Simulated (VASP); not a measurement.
# Re in VASP: further runs

Re is run at these levels: PBE; tasks: single point.

Program: VASP 6.6.1. These are calculated values, not measurements. Logs are shortened: lines on timing, memory, paths and dates and some standing lists are left out, and cuts for length are marked.

## 1. The cell of the first run

Symmetry: Fm-3m, No. 225, cubic system. The conventional cell has a = 4.027 Å, b = 4.027 Å, c = 4.027 Å, α = 90.00°, β = 90.00°, γ = 90.00°. Re (site symmetry m-3m) has 12 Re at 2.85 Å within 3.8 Å.

## 2. Single point, PBE (volume scaled by 1.06)

File INCAR:

```
  PREC = Accurate
  ENCUT = 520
  EDIFF = 1E-6
  ISMEAR = -1
  SIGMA = 0.05
  LREAL = F
  LASPH = T
  NELM = 60
  ALGO = Normal
  ISIF = 2
  LWAVE = F
  LCHARG = F
  GGA = PE
  NBANDS = 10
```

File KPOINTS:

```
regular mesh
0
Gamma
  14 14 14
```

File POSCAR:

```
Re
1.0
    0.0000000000      2.0137353243      2.0137353243
    2.0137353243      0.0000000000      2.0137353243
    2.0137353243      2.0137353243      0.0000000000
Re
1
Direct
    0.0000000000      0.0000000000      0.0000000000
```

Potentials or basis: VASP PAW PBE potentials, release 64 (Re).

The run is started by

```console
$ cat potpaw_PBE.64/Re/POTCAR > POTCAR
$ mpirun -np 1 vasp_std > vasp.out
```

OUTCAR:

```text
PREC = Accurate
   ENCUT = 520
   EDIFF = 1E-6
   ISMEAR = -1
   LREAL = F
   LASPH = T
   NELM = 60
   ISIF = 2
   GGA = PE

 ion  position               nearest neighbor table
   1  0.000  0.000  0.000-

  LATTYP: Found a face centered cubic cell.
 ALAT       =     4.0274706486

  Lattice vectors:

 A1 = (   0.0000000000,   2.0137353243,   2.0137353243)
 A2 = (   2.0137353243,   0.0000000000,   2.0137353243)
 A3 = (   2.0137353243,   2.0137353243,   0.0000000000)

Analysis of symmetry for initial positions (statically):
[... 6 lines left out ...]

 Subroutine GETGRP returns: Found 48 space group operations
 (whereof 48 operations were pure point group operations)
 out of a pool of 48 trial point group operations.

The static configuration has the point symmetry O_h .

Analysis of symmetry for dynamics (positions and initial velocities):
[... 6 lines left out ...]

 Subroutine GETGRP returns: Found 48 space group operations
 (whereof 48 operations were pure point group operations)
 out of a pool of 48 trial point group operations.

The dynamic configuration has the point symmetry O_h .

 Subroutine INISYM returns: Found 48 space group operations
 (whereof 48 operations are pure point group operations),
 and found     1 'primitive' translations

----------------------------------------------------------------------------------------

                                     Primitive cell

  volume of cell :      16.3319

  direct lattice vectors                    reciprocal lattice vectors
     0.000000000  2.013735324  2.013735324    -0.248294795  0.248294795  0.248294795
     2.013735324  0.000000000  2.013735324     0.248294795 -0.248294795  0.248294795
     2.013735324  2.013735324  0.000000000     0.248294795  0.248294795 -0.248294795

  length of vectors
     2.847851807  2.847851807  2.847851807     0.430059201  0.430059201  0.430059201

  position of ions in fractional coordinates (direct lattice)
     0.000000000  0.000000000  0.000000000

  ion indices of the primitive-cell ions
   primitive index   ion index
                 1           1

----------------------------------------------------------------------------------------

 KPOINTS: regular mesh

Automatic generation of k-mesh.
 Grid dimensions read from file:
 generate k-points for:   14   14   14

 Generating k-lattice:

  Cartesian coordinates                     Fractional coordinates (reciprocal lattice)
    -0.017735343  0.017735343  0.017735343     0.071428571  0.000000000  0.000000000
     0.017735343 -0.017735343  0.017735343     0.000000000  0.071428571  0.000000000
     0.017735343  0.017735343 -0.017735343     0.000000000  0.000000000  0.071428571

  Length of vectors
     0.030718514  0.030718514  0.030718514

  Shift w.r.t. Gamma in fractional coordinates (k-lattice)
     0.000000000  0.000000000  0.000000000

 Subroutine IBZKPT returns following result:
 ===========================================

 Found    104 irreducible k-points:

 Following reciprocal coordinates:
            Coordinates               Weight
  0.000000  0.000000  0.000000      1.000000
  0.071429  0.000000  0.000000      8.000000
  0.142857  0.000000  0.000000      8.000000
  0.214286  0.000000  0.000000      8.000000
  0.285714  0.000000  0.000000      8.000000
  0.357143  0.000000  0.000000      8.000000
[... 16 lines left out ...]
  0.214286  0.142857  0.000000     24.000000
  0.285714  0.142857  0.000000     24.000000
 [... further k-points ...]
   k-points           NKPTS =    104   k-points in BZ     NKDIM =    104   number of bands    NBANDS=     10
   number of dos      NEDOS =    301   number of ions     NIONS =      1
   total plane-waves  NPLWV =  13824
   dimension x,y,z NGX =    24 NGY =   24 NGZ =   24
   dimension x,y,z NGXF=    48 NGYF=   48 NGZF=   48
   ions per type =               1
   NGX,Y,Z   is equivalent  to a cutoff of  14.01, 14.01, 14.01 a.u.
   NGXF,Y,Z  is equivalent  to a cutoff of  28.02, 28.02, 28.02 a.u.
 SYSTEM =  unknown system
   PREC   = accura    normal or accurate (medium, high low for compatibility)
   ISTART =      0    job   : 0-new  1-cont  2-samecut
   ICHARG =      2    charge: 1-file 2-atom 10-const
   ISPIN  =      1    spin polarized calculation?
   LNONCOLLINEAR =      F non collinear calculations
   LSORBIT =      F    spin-orbit coupling
   LASPH  =      T    aspherical Exc in radial PAW
   ENCUT  =  520.0 eV  38.22 Ry    6.18 a.u.   5.30  5.30  5.30*2*pi/ulx,y,z
   NELM   =     60;   NELMIN=  2; NELMDL= -5     # of ELM steps
   EDIFF  = 0.1E-05   stopping-criterion for ELM
   LREAL  =      F    real-space projection
   EDIFFG = 0.1E-04   stopping-criterion for IOM
   NSW    =      0    number of steps for IOM
   IBRION =     -1    ionic relax: 0-MD 1-quasi-New 2-CG
   NFREE  =      0    steps in history (QN), initial steepest desc. (CG)
   ISIF   =      2    stress and relaxation
   ISYM   =      2    0-nonsym 1-usesym 2-fastsym
   POTIM  = 0.5000    time-step for ionic-motion
   TEBEG  =    0.0;   TEEND  =   0.0 temperature during run
   PSTRESS=    0.0 pullay stress
   NELECT =       7.0000    total number of electrons
   NUPDOWN=      -1.0000    fix difference up-down
   EMIN   =  10.00;   EMAX   =-10.00  energy-range for DOS
   EFERMI =   0.00;   METHOD = LEGACY
   ISMEAR =    -1;   SIGMA  =   0.05  broadening in eV -4-tet -1-fermi 0-gaus
   EFERMI_NEDOS =   21; number of points for ismear=-14 and -15
   IALGO  =     38    algorithm
   IMIX   =      4    mixing-type and parameters
     AMIX     =   0.40;   BMIX     =  1.00
     AMIX_MAG =   1.60;   BMIX_MAG =  1.00
  volume/ion in A,a.u.               =      16.33       110.21
  Fermi-wavevector in a.u.,A,eV,Ry     =   1.234322  2.332530 20.729166  1.523551
  Thomas-Fermi vector in A             =   2.369017
   LORBIT       =      0    0 simple, 1 ext, 2 COOP (PROOUT), +10 PAW based schemes
   GGA     = PE    functional components
   LHFCALC =     F    Hartree Fock is set to
   AEXX    =    0.0000 exact exchange contribution
   IVDW    =     0    specifies the selected vdW correction
   LEPSILON=     F    determine dielectric tensor
   LRPA    =     F    only Hartree local field effects (RPA)
 non-spin polarized calculation
  energy-cutoff  :      520.00
  volume of cell :       16.33
 maximum number of plane-waves:       459
 NGX is ok and might be reduce to    24
   NGX = 11   NGY = 11   NGZ = 11

 number of electron       7.0000000 magnetization

 Free energy of the ion-electron system (eV)
  ---------------------------------------------------
  ext. energy  EPLUGINS =         0.00000000
  ---------------------------------------------------
  free energy    TOTEN  =       -12.24185041 eV

  energy without entropy =      -12.23146587  energy(sigma->0) =      -12.23665814

 E-fermi :   6.8889     XC(G=0): -13.1607

 val. band max:        6.8655122677   @ k =  -0.2143   0.2857   0.0714
 cond. band min:       6.9245314916   @ k =  -0.1429   0.1429   0.0000
 fundamental gap:      0.0590192238
 Fermi energy:         6.8888960641

 k-point     1 :       0.0000    0.0000    0.0000
  band No.  band energies     occupation
      1      -2.4957      2.00000
      2       5.2491      2.00000
      3       5.2491      2.00000
      4       5.2491      2.00000
      5       7.9652      0.00000
      6       7.9652      0.00000
      7      20.7021      0.00000
      8      25.7773      0.00000
      9      25.7773      0.00000
     10      25.7773      0.00000

 k-point     2 :       0.0714    0.0000    0.0000
  band No.  band energies     occupation
      1      -2.2853      2.00000
      2       5.1135      2.00000
      3       5.3449      2.00000
      4       5.3449      2.00000
      5       7.8948      0.00000
      6       7.8948      0.00000
      7      21.0979      0.00000
      8      24.7131      0.00000
      9      26.1493      0.00000
     10      26.1493      0.00000

 k-point     3 :       0.1429    0.0000    0.0000
  band No.  band energies     occupation
      1      -1.6879      2.00000
      2       4.7935      2.00000
      3       5.5656      2.00000
      4       5.5656      2.00000
      5       7.7802      0.00000
      6       7.7802      0.00000
      7      22.0548      0.00000
      8      23.0368      0.00000
      9      27.2079      0.00000
     10      27.2079      0.00000

 k-point     4 :       0.2143    0.0000    0.0000
  band No.  band energies     occupation
      1      -0.8255      2.00000
      2       4.5137      2.00000
      3       5.6958      2.00000
      4       5.6958      2.00000
      5       7.8967      0.00000
      6       7.8967      0.00000
      7      21.1249      0.00000
      8      23.3772      0.00000
      9      28.7807      0.00000
     10      28.7807      0.00000

 k-point     5 :       0.2857    0.0000    0.0000
  band No.  band energies     occupation
      1       0.0367      2.00000
      2       4.5939      2.00000
      3       5.5753      2.00000
      4       5.5753      2.00000
      5       8.4322      0.00000
      6       8.4322      0.00000
      7      19.5348      0.00000
      8      23.0783      0.00000
      9      29.8403      0.00000
     10      29.9502      0.00000

 k-point     6 :       0.3571    0.0000    0.0000
  band No.  band energies     occupation
      1       0.5628      2.00000
      2       5.3109      2.00000
      3       5.3415      2.00000
      4       5.3415      2.00000
      5       9.1947      0.00000
      6       9.1947      0.00000
      7      17.8643      0.00000
      8      21.5916      0.00000
      9      27.9574      0.00000
     10      27.9574      0.00000
[... 183 lines left out ...]
 k-point    21 :      -0.0714    0.0714    0.0000
  band No.  band energies     occupation
      1      -1.9441      2.00000
      2       4.8840      2.00000
      3       5.4836      2.00000
      4       5.5261      2.00000
      5       7.6061      0.00000
      6       8.0014      0.00000
      7      21.7153      0.00000
      8      23.8695      0.00000
      9      26.0374      0.00000
     10      27.0803      0.00000

 k-point    22 :       0.1429    0.1429    0.0000
  band No.  band energies     occupation
      1      -1.4134      2.00000
      2       4.3820      2.00000
      3       5.9064      2.00000
      4       5.9064      2.00000
      5       6.9293      0.61678
      6       8.3148      0.00000
      7      22.7064      0.00000
      8      24.2230      0.00000
      9      26.0934      0.00000
     10      26.0934      0.00000

 k-point    23 :       0.2143    0.1429    0.0000
  band No.  band energies     occupation
      1      -0.7490      2.00000
      2       4.0191      2.00000
      3       5.9923      2.00000
      4       6.2130      2.00000
      5       6.8336      1.50272
      6       8.5125      0.00000
      7      23.1635      0.00000
      8      23.8255      0.00000
      9      26.2251      0.00000
     10      26.7505      0.00000

 k-point    24 :       0.2857    0.1429    0.0000
  band No.  band energies     occupation
      1       0.1157      2.00000
      2       3.7829      2.00000
      3       5.5146      2.00000
      4       6.3237      1.99998
      5       7.5910      0.00000
      6       8.9217      0.00000
      7      21.5181      0.00000
      8      24.4219      0.00000
      9      26.2763      0.00000
     10      27.0855      0.00000

 [... further k-points ...]
[... 5 lines left out ...]
  --------------------------------------------------------------------------------------
  -------------------------------------------------------------------------------------
  Total       -2.6747714     -2.6747714     -2.6747714      0.0000000      0.0000000      0.0000000
  in kB     -262.3977392   -262.3977392   -262.3977392      0.0000000      0.0000000      0.0000000
  external PRESSURE =    -262.3977392 kB  Pullay stress =       0.0000000 kB

 VOLUME and BASIS-vectors are now :
 -----------------------------------------------------------------------------
  energy-cutoff  :      520.00
  volume of cell :       16.33
      direct lattice vectors                 reciprocal lattice vectors
     0.000000000  2.013735324  2.013735324    -0.248294795  0.248294795  0.248294795
     2.013735324  0.000000000  2.013735324     0.248294795 -0.248294795  0.248294795
     2.013735324  2.013735324  0.000000000     0.248294795  0.248294795 -0.248294795

 POSITION                                       TOTAL-FORCE (eV/Angst)
 -----------------------------------------------------------------------------------
      0.00000      0.00000      0.00000        -0.000000     -0.000000      0.000000
 -----------------------------------------------------------------------------------
    total drift:                               -0.000000      0.000000     -0.000000

  FREE ENERGIE OF THE ION-ELECTRON SYSTEM (eV)
  ---------------------------------------------------
  free  energy   TOTEN  =       -12.2418504081 eV

  energy  without entropy=      -12.2314658746  energy(sigma->0) =      -12.23665814
```

Run time: 6.8 s. Hardware: 1 thread of Intel Xeon 6975P-C (Granite Rapids), shared host; peak memory 0.15 GiB.

What came out:

| Property | Result |
| --- | --- |
| Free energy | -12.2419 eV |
| Pressure | -26.2 GPa |

Caveat: spin-orbit coupling is left out, which moves the levels of the heavy elements.

## 3. Single point, PBE (z stretched by +4 % at fixed volume)

File INCAR:

```
PREC = Accurate ; ENCUT = 520
EDIFF = 1E-7 ; ISMEAR = -1
SIGMA = 0.05 ; LREAL = False
LASPH = True ; NELM = 60
ALGO = Normal ; ISIF = 2
LWAVE = False ; LCHARG = False
GGA = PE ; NBANDS = 10
```

File KPOINTS:

```
Automatic mesh
0
Gamma
  14 14 14
```

File POSCAR:

```
Re
1.0
    0.0000000000      1.9366468345      2.0540000000
    1.9366468345      0.0000000000      2.0540000000
    1.9366468345      1.9366468345      0.0000000000
Re
1
Direct
    0.0000000000      0.0000000000      0.0000000000
```

Potentials or basis: VASP PAW PBE potentials, release 64 (Re).

The run is started by

```console
$ cat potpaw_PBE.64/Re/POTCAR > POTCAR
$ mpirun -np 1 vasp_std > vasp.out
```

Run time: 46 s. Hardware: 1 thread of AMD EPYC 7R43 (Zen 3), shared host; peak memory 0.14 GiB.

The run converged. Its results:

```
Free energy : -12.3204 eV
Pressure    : -9.4 GPa
```

Stress tensor (GPa, compression positive):
```
 -4.34   0.00   0.00
  0.00  -4.34   0.00
  0.00   0.00 -19.52
```

Levels at points of the mesh, in eV from the Fermi level:
```csv
k point,band 1,band 2,band 3,band 4,band 5,band 6
"(0.00, 0.00, 0.00)",-9.83,-2.36,-1.51,-1.51,0.55,1.70
"(0.50, 0.00, 0.00)",-6.57,-2.42,-1.57,0.13,3.30,3.74
"(0.50, 0.50, 0.00)",-6.51,-5.57,1.81,3.56,4.17,4.17
"(0.50, 0.00, 0.50)",-6.44,-5.62,3.00,3.37,3.76,4.68
```

Caveat: spin-orbit coupling is left out, which moves the levels of the heavy elements.

## 4. Single point, PBE (equal xy, yz and zx shear strains of +1.5 %)

File INCAR:

```
SYSTEM = Re
PREC = Accurate
ENCUT = 520
EDIFF = 1E-7
ISMEAR = -1
SIGMA = 0.05
LREAL = .False.
LASPH = .True.
NELM = 60
ALGO = Normal
ISIF = 2
LWAVE = .False.
LCHARG = .False.
GGA = PE
NBANDS = 10
```

File KPOINTS:

```
Automatic mesh
0
Gamma
  14 14 14
  0 0 0
```

File POSCAR:

```
Re
1.0
    0.0296250000      1.9898125000      1.9898125000
    1.9898125000      0.0296250000      1.9898125000
    1.9898125000      1.9898125000      0.0296250000
Re
1
Direct
    0.0000000000      0.0000000000      0.0000000000
```

The run is started by

```console
$ cat potpaw_PBE.64/Re/POTCAR > POTCAR
$ mpirun -np 1 vasp_std > vasp.out
```

Run time: 70 s. Hardware: 1 thread of AMD EPYC 7R43 (Zen 3), shared host; peak memory 0.14 GiB.

It converged, with:

```yaml
Free_energy: -12.3427 eV
Pressure: -9.5 GPa
```

Stress tensor (GPa, compression positive):
```
-9.54 -2.60 -2.60
-2.60 -9.54 -2.60
-2.60 -2.60 -9.54
```

Levels at points of the mesh, in eV from the Fermi level:
| k point | band 1 | band 2 | band 3 | band 4 | band 5 | band 6 | band 7 | band 8 |
| --- | --- | --- | --- | --- | --- | --- | --- | --- |
| (0.00, 0.00, 0.00) | -9.82 | -2.07 | -1.68 | -1.68 | 1.18 | 1.18 | 13.85 | 18.84 |
| (0.50, 0.00, 0.00) | -6.54 | -2.22 | -1.81 | 0.22 | 3.41 | 3.73 | 9.43 | 13.29 |
| (0.50, 0.50, 0.00) | -6.44 | -5.61 | 2.61 | 3.47 | 4.22 | 4.27 | 11.65 | 12.17 |
| (0.50, 0.50, 0.50) | -6.60 | -1.91 | -1.91 | -0.09 | 3.47 | 3.47 | 8.98 | 13.54 |

Caveat: the cell differs from its parent crystal (equal xy, yz and zx shear strains of +1.5 %); spin-orbit coupling is left out, which moves the levels of the heavy elements.

## 5. Summary

| cell | gap on the mesh (eV) | pressure (GPa) |
| --- | --- | --- |
| a = 2.848 Å, angles 60.0°, 1 atom | none | -26.2 |
| a = 2.823, b = 2.823, c = 2.739 Å, angles 61.0, 61.0, 58.0°, 1 atom | none | -9.4 |
| a = 2.814 Å, angles 59.0°, 1 atom | none | -9.5 |

Alike in all rows: task single point; level PBE; potentials or basis VASP PAW PBE potentials, release 64 (Re); no spin polarisation; k mesh 14 × 14 × 14; cutoff (eV) 520; smearing fermi-dirac 0.05 eV.

Caveats: spin-orbit coupling is left out, which moves the levels of the heavy elements.

Total energies depend on the potentials used, so only differences within one code and one set of settings carry meaning.
